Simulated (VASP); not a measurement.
# Cu (I4/mmm) in VASP: further runs, part 2 of 2

VASP 6.6.1. The steps go on from the part before.

## Step 3: Single point, PBE

Input file INCAR:

```
SYSTEM = Cu
ALGO     = Normal         ! electronic algorithm
EDIFF    = 1E-6           ! SCF threshold, eV
ENCUT    = 520            ! plane-wave cutoff, eV
GGA      = PE             ! functional
ISIF     = 2              ! what is computed and relaxed
ISMEAR   = 0              ! smearing method
LASPH    = .TRUE.         ! aspherical terms in the spheres
LCHARG   = .FALSE.        ! write CHGCAR
LREAL    = .FALSE.        ! projectors in reciprocal space
LWAVE    = .FALSE.        ! write WAVECAR
NBANDS   = 12             ! bands
NELM     = 100            ! most SCF steps
PREC     = Accurate       ! precision mode
SIGMA    = 0.05           ! smearing width, eV
```

Input file KPOINTS:

```
k-points
0
G
  16 16 16
  0 0 0
```

Input file POSCAR:

```
Cu
1.0
   -1.4427933200      1.4427933200      1.3760814500
    1.4427933200     -1.4427933200      1.3760814500
    1.4427933200      1.4427933200     -1.3760814500
Cu
1
Direct
    0.0000000000      0.0000000000      0.0000000000
```

Potentials or basis: VASP PAW PBE potentials, release 64 (Cu).

Command:

```
> cat potpaw_PBE.64/Cu/POTCAR > POTCAR
> mpirun -np 1 vasp_std > vasp.out
```

OUTCAR:

```text
SYSTEM = Cu
   EDIFF = 1E-6
   ENCUT = 520
   GGA = PE
   ISIF = 2
   ISMEAR = 0
   LASPH = .TRUE.
   LREAL = .FALSE.
   NELM = 100
   PREC = Accurate

 ion  position               nearest neighbor table
   1  0.000  0.000  0.000-

  LATTYP: Found a body centered tetragonal cell.
 ALAT       =     2.8855866400
 C/A-ratio  =     0.9537620052

  Lattice vectors:

 A1 = (  -1.4427933200,   1.4427933200,   1.3760814500)
 A2 = (   1.4427933200,  -1.4427933200,   1.3760814500)
 A3 = (   1.4427933200,   1.4427933200,  -1.3760814500)

Analysis of symmetry for initial positions (statically):
=====================================================================
 Subroutine PRICEL returns:
 Original cell was already a primitive cell.

 Routine SETGRP: Setting up the symmetry group for a
 body centered tetragonal supercell.

 Subroutine GETGRP returns: Found 16 space group operations
 (whereof 16 operations were pure point group operations)
 out of a pool of 16 trial point group operations.

The static configuration has the point symmetry D_4h.

Analysis of symmetry for dynamics (positions and initial velocities):
=====================================================================
 Subroutine PRICEL returns:
 Original cell was already a primitive cell.

 Routine SETGRP: Setting up the symmetry group for a
 body centered tetragonal supercell.

 Subroutine GETGRP returns: Found 16 space group operations
 (whereof 16 operations were pure point group operations)
 out of a pool of 16 trial point group operations.

The dynamic configuration has the point symmetry D_4h.

 Subroutine INISYM returns: Found 16 space group operations
 (whereof 16 operations are pure point group operations),
 and found     1 'primitive' translations

----------------------------------------------------------------------------------------

                                     Primitive cell

  volume of cell :      11.4581

  direct lattice vectors                    reciprocal lattice vectors
    -1.442793320  1.442793320  1.376081450     0.000000000  0.346549983  0.363350585
     1.442793320 -1.442793320  1.376081450     0.346549983  0.000000000  0.363350585
     1.442793320  1.442793320 -1.376081450     0.346549983  0.346549983  0.000000000

  length of vectors
     2.461078074  2.461078074  2.461078074     0.502116060  0.502116060  0.490095685

  position of ions in fractional coordinates (direct lattice)
     0.000000000  0.000000000  0.000000000

  ion indices of the primitive-cell ions
   primitive index   ion index
                 1           1

----------------------------------------------------------------------------------------

 KPOINTS: k-points

Automatic generation of k-mesh.
 Grid dimensions read from file:
 generate k-points for:   16   16   16

 Generating k-lattice:

  Cartesian coordinates                     Fractional coordinates (reciprocal lattice)
     0.000000000  0.021659374  0.022709412     0.062500000 -0.000000000  0.000000000
     0.021659374  0.000000000  0.022709412    -0.000000000  0.062500000  0.000000000
     0.021659374  0.021659374  0.000000000     0.000000000  0.000000000  0.062500000

  Length of vectors
     0.031382254  0.031382254  0.030630980

  Shift w.r.t. Gamma in fractional coordinates (k-lattice)
     0.000000000  0.000000000  0.000000000

 Subroutine IBZKPT returns following result:
 ===========================================

 Found    349 irreducible k-points:

 Following reciprocal coordinates:
            Coordinates               Weight
  0.000000  0.000000  0.000000      1.000000
  0.062500 -0.000000  0.000000      8.000000
  0.125000 -0.000000  0.000000      8.000000
  0.187500 -0.000000  0.000000      8.000000
  0.250000 -0.000000  0.000000      8.000000
  0.312500 -0.000000  0.000000      8.000000
[... 16 lines left out ...]
 -0.125000  0.062500 -0.000000     16.000000
 -0.062500  0.062500  0.000000      4.000000
 [... further k-points ...]
   k-points           NKPTS =    349   k-points in BZ     NKDIM =    349   number of bands    NBANDS=     12
   number of dos      NEDOS =    301   number of ions     NIONS =      1
   total plane-waves  NPLWV =   5832
   dimension x,y,z NGX =    18 NGY =   18 NGZ =   18
   dimension x,y,z NGXF=    36 NGYF=   36 NGZF=   36
   ions per type =               1
   NGX,Y,Z   is equivalent  to a cutoff of  12.16, 12.16, 12.16 a.u.
   NGXF,Y,Z  is equivalent  to a cutoff of  24.32, 24.32, 24.32 a.u.
 SYSTEM =  Cu
   PREC   = accura    normal or accurate (medium, high low for compatibility)
   ISTART =      0    job   : 0-new  1-cont  2-samecut
   ICHARG =      2    charge: 1-file 2-atom 10-const
   ISPIN  =      1    spin polarized calculation?
   LNONCOLLINEAR =      F non collinear calculations
   LSORBIT =      F    spin-orbit coupling
   LASPH  =      T    aspherical Exc in radial PAW
   ENCUT  =  520.0 eV  38.22 Ry    6.18 a.u.   4.58  4.58  4.58*2*pi/ulx,y,z
   NELM   =    100;   NELMIN=  2; NELMDL= -5     # of ELM steps
   EDIFF  = 0.1E-05   stopping-criterion for ELM
   LREAL  =      F    real-space projection
   EDIFFG = 0.1E-04   stopping-criterion for IOM
   NSW    =      0    number of steps for IOM
   IBRION =     -1    ionic relax: 0-MD 1-quasi-New 2-CG
   NFREE  =      0    steps in history (QN), initial steepest desc. (CG)
   ISIF   =      2    stress and relaxation
   ISYM   =      2    0-nonsym 1-usesym 2-fastsym
   POTIM  = 0.5000    time-step for ionic-motion
   TEBEG  =    0.0;   TEEND  =   0.0 temperature during run
   PSTRESS=    0.0 pullay stress
   NELECT =      11.0000    total number of electrons
   NUPDOWN=      -1.0000    fix difference up-down
   EMIN   =  10.00;   EMAX   =-10.00  energy-range for DOS
   EFERMI =   0.00;   METHOD = LEGACY
   ISMEAR =     0;   SIGMA  =   0.05  broadening in eV -4-tet -1-fermi 0-gaus
   EFERMI_NEDOS =   21; number of points for ismear=-14 and -15
   IALGO  =     38    algorithm
   IMIX   =      4    mixing-type and parameters
     AMIX     =   0.40;   BMIX     =  1.00
     AMIX_MAG =   1.60;   BMIX_MAG =  1.00
  volume/ion in A,a.u.               =      11.46        77.32
  Fermi-wavevector in a.u.,A,eV,Ry     =   1.614984  3.051878 35.486359  2.608174
  Thomas-Fermi vector in A             =   2.709805
   LORBIT       =      0    0 simple, 1 ext, 2 COOP (PROOUT), +10 PAW based schemes
   GGA     = PE    functional components
   LHFCALC =     F    Hartree Fock is set to
   AEXX    =    0.0000 exact exchange contribution
   IVDW    =     0    specifies the selected vdW correction
   LEPSILON=     F    determine dielectric tensor
   LRPA    =     F    only Hartree local field effects (RPA)
 non-spin polarized calculation
 Gauss-broadening in eV      SIGMA  =   0.05
  energy-cutoff  :      520.00
  volume of cell :       11.46
 maximum number of plane-waves:       327
   NGX =  9   NGY =  9   NGZ =  9

 number of electron      10.9999998 magnetization

 Free energy of the ion-electron system (eV)
  ---------------------------------------------------
  ext. energy  EPLUGINS =         0.00000000
  ---------------------------------------------------
  free energy    TOTEN  =        -3.67341306 eV

  energy without entropy =       -3.67264134  energy(sigma->0) =       -3.67302720

 E-fermi :   7.9874     XC(G=0): -12.9045

 val. band max:        7.9793926745   @ k =   0.5000   0.1875   0.1250
 cond. band min:       7.9882334896   @ k =   0.2500   0.1250   0.1250
 fundamental gap:      0.0088408151
 Fermi energy:         7.9874162550

 k-point     1 :       0.0000    0.0000    0.0000
  band No.  band energies     occupation
      1      -1.6118      2.00000
      2       4.6373      2.00000
      3       4.8326      2.00000
      4       4.8326      2.00000
      5       5.7037      2.00000
      6       5.9092      2.00000
      7      32.8397      0.00000
      8      32.8397      0.00000
      9      34.0851      0.00000
     10      36.9071      0.00000
     11      36.9071      0.00000
     12      36.9228      0.00000
[... 331 lines left out ...]
 k-point    24 :      -0.0625    0.0625    0.0000
  band No.  band energies     occupation
      1      -1.4628      2.00000
      2       4.6399      2.00000
      3       4.8069      2.00000
      4       4.8904      2.00000
      5       5.6745      2.00000
      6       5.9063      2.00000
      7      30.9782      0.00000
      8      32.7481      0.00000
      9      33.7277      0.00000
     10      35.5118      0.00000
     11      35.6004      0.00000
     12      36.1241      0.00000

 [... further k-points ...]
[... 5 lines left out ...]
  --------------------------------------------------------------------------------------
  -------------------------------------------------------------------------------------
  Total        0.5544886      0.5544886      0.5645993      0.0000000     -0.0000000      0.0000000
  in kB       77.5337633     77.5337633     78.9475240      0.0000000     -0.0000000      0.0000000
  external PRESSURE =      78.0050169 kB  Pullay stress =       0.0000000 kB

 VOLUME and BASIS-vectors are now :
 -----------------------------------------------------------------------------
  energy-cutoff  :      520.00
  volume of cell :       11.46
      direct lattice vectors                 reciprocal lattice vectors
    -1.442793320  1.442793320  1.376081450     0.000000000  0.346549983  0.363350585
     1.442793320 -1.442793320  1.376081450     0.346549983  0.000000000  0.363350585
     1.442793320  1.442793320 -1.376081450     0.346549983  0.346549983  0.000000000

 POSITION                                       TOTAL-FORCE (eV/Angst)
 -----------------------------------------------------------------------------------
      0.00000      0.00000      0.00000        -0.000000     -0.000000     -0.000000
 -----------------------------------------------------------------------------------
    total drift:                               -0.000000      0.000000      0.000000

  FREE ENERGIE OF THE ION-ELECTRON SYSTEM (eV)
  ---------------------------------------------------
  free  energy   TOTEN  =        -3.6734130585 eV

  energy  without entropy=       -3.6726413373  energy(sigma->0) =       -3.67302720
```

Wall time 26 s (1 thread of Intel Xeon 6975P-C, shared host); peak memory 0.16 GiB.

Results:

| Quantity | Value |
| --- | --- |
| Free energy | -3.6734 eV |
| Pressure | 7.8 GPa |

Stress tensor (GPa, compression positive):
```
7.75 0.00 0.00
0.00 7.75 0.00
0.00 0.00 7.89
```

## Step 4: Single point, LDA

Input file INCAR:

```
PREC = Accurate ; ENCUT = 520
EDIFF = 1E-7 ; ISMEAR = 0
SIGMA = 0.05 ; LREAL = F
LASPH = T ; NELM = 80
ALGO = Normal ; ISIF = 2
LWAVE = F ; LCHARG = T
LELF = T ; LVHAR = T
NBANDS = 12
```

Input file KPOINTS:

```
regular mesh
0
Gamma
  16 16 16
```

POSCAR is that of step 3.

Potentials or basis: VASP PAW LDA potentials, release 64 (Cu).

Command:

```
> cat potpaw_LDA.64/Cu/POTCAR > POTCAR
> mpirun -np 1 vasp_std > vasp.out
```

Wall time 20 s (1 thread of Intel Xeon 6975P-C, shared host); peak memory 0.15 GiB.

It converged, with:

- Free energy: -4.6527 eV
- Pressure: -7.0 GPa

Stress tensor (GPa, compression positive):
```
-6.97  0.00  0.00
 0.00 -6.97  0.00
 0.00  0.00 -7.11
```

Levels at points of the mesh, in eV from the Fermi level:
```
           k point  band 2  band 3  band 4  band 5  band 6  band 7  band 8  band 9  band 10  band 11
(0.00, 0.00, 0.00)   -3.39   -3.19   -3.19   -2.30   -2.09   24.92   24.92   26.18    28.70    28.70
(0.50, 0.00, 0.00)   -4.09   -2.22   -1.99   -1.42   -0.53    4.66   17.32   17.35    21.39    24.43
(0.50, 0.50, 0.00)   -3.84   -2.38   -2.13   -1.45   -0.89    4.13   18.61   18.74    22.55    25.52
(0.50, 0.50, 0.50)   -4.82   -1.62   -1.62   -1.57    7.67    7.67    9.50   13.46    14.05    16.67
```

## Step 5: Single point, PBE

This run uses another cell than the first one, of 12.15 Å³/atom, 1.060 times its volume.

Input file INCAR:

```
SYSTEM = Cu
PREC = Accurate
ENCUT = 520
EDIFF = 1E-6
ISMEAR = 0
SIGMA = 0.05
LREAL = .False.
LASPH = .True.
NELM = 80
ALGO = Normal
ISIF = 2
LWAVE = .False.
LCHARG = .False.
GGA = PE
NBANDS = 12
```

Input file KPOINTS:

```
Automatic mesh
0
Gamma
  16 16 16
  0 0 0
```

Input file POSCAR:

```
Cu
1.0
   -1.4710905692      1.4710905692      1.4030702911
    1.4710905692     -1.4710905692      1.4030702911
    1.4710905692      1.4710905692     -1.4030702911
Cu
1
Direct
    0.0000000000      0.0000000000      0.0000000000
```

Potentials or basis: VASP PAW PBE potentials, release 64 (Cu).

Command:

```
> cat potpaw_PBE.64/Cu/POTCAR > POTCAR
> mpirun -np 1 vasp_std > vasp.out
```

It took 29 s on 1 thread of Intel Xeon 6975P-C, shared host; peak memory 0.16 GiB.

It converged, with:

- Free energy: -3.6874 eV
- Pressure: -1.0 GPa

Stress tensor (GPa, compression positive):
```
-0.92  0.00  0.00
 0.00 -0.92  0.00
 0.00  0.00 -1.08
```

Levels at points of the mesh, in eV from the Fermi level:
```tsv
k point	band 4	band 5	band 6	band 7	band 8	band 9
(0.00, 0.00, 0.00)	-2.96	-2.16	-1.97	24.29	24.29	25.52
(0.50, 0.00, 0.00)	-1.88	-1.35	-0.39	4.37	16.78	16.87
(0.50, 0.50, 0.00)	-2.00	-1.38	-0.74	3.87	18.11	18.13
(0.50, 0.50, 0.50)	-1.53	-1.49	7.50	7.50	9.27	12.93
```

## Step 6: The runs side by side

```csv
level,potentials or basis,cell,gap on the mesh (eV),pressure (GPa)
PBE,"VASP PAW PBE potentials, release 64 (Cu)","a = 2.461 Å, angles 108.2, 108.2, 112.0°, 1 atom",none,7.8
LDA,"VASP PAW LDA potentials, release 64 (Cu)","a = 2.461 Å, angles 108.2, 108.2, 112.0°, 1 atom",none,-7.0
PBE,"VASP PAW PBE potentials, release 64 (Cu)","a = 2.509 Å, angles 108.2, 108.2, 112.0°, 1 atom",none,-1.0
```

Alike in all rows: task single point; no spin polarisation; k mesh 16 × 16 × 16; cutoff (eV) 520; smearing gaussian 0.05 eV.

Total energies depend on the potentials used, so only differences within one code and one set of settings carry meaning.
